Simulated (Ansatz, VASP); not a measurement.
## Two plane-wave programs on KTaO3

```
K Ta O
1.0
     3.87610    0.00000    0.00000
     0.00000    3.87610    0.00000
     0.00000    0.00000    3.87610
K Ta O
1 1 3
Direct
  0.50000 0.50000 0.50000
  0.00000 0.00000 0.00000
  0.50000 0.00000 0.00000
  0.00000 0.50000 0.00000
  0.00000 0.00000 0.50000
```

Alike in both runs: task single point; functional PBEsol; k mesh 8 × 8 × 8; occupations gaussian, width 0.05 eV; no spin polarisation.

|  | VASP | Ansatz |
| --- | --- | --- |
| version | VASP 6.6.1 | Ansatz 0.2.0 |
| potentials or method | VASP PAW PBE potentials, release 64 (K_sv, Ta_pv, O), cutoff 520 eV | scalar-relativistic, plane waves, PAW |
| valence electrons in the cell | 38 | 40 |

|  | VASP | Ansatz | Ansatz less VASP |
| --- | --- | --- | --- |
| gap on the k mesh at the Fermi level (eV) | 2.25 | 2.30 | +0.054 |
| least direct gap on the mesh (eV) | 2.81 | 2.85 | +0.037 |
| pressure (GPa) | 21.5 | 20.3 | -1.20 |

VASP's potentials were made for PBE, not for PBEsol. VASP's potentials hold 38 valence electrons a cell and Ansatz's 40, so a difference there can come from the potentials and not from the codes.

Spin-orbit coupling is off throughout.
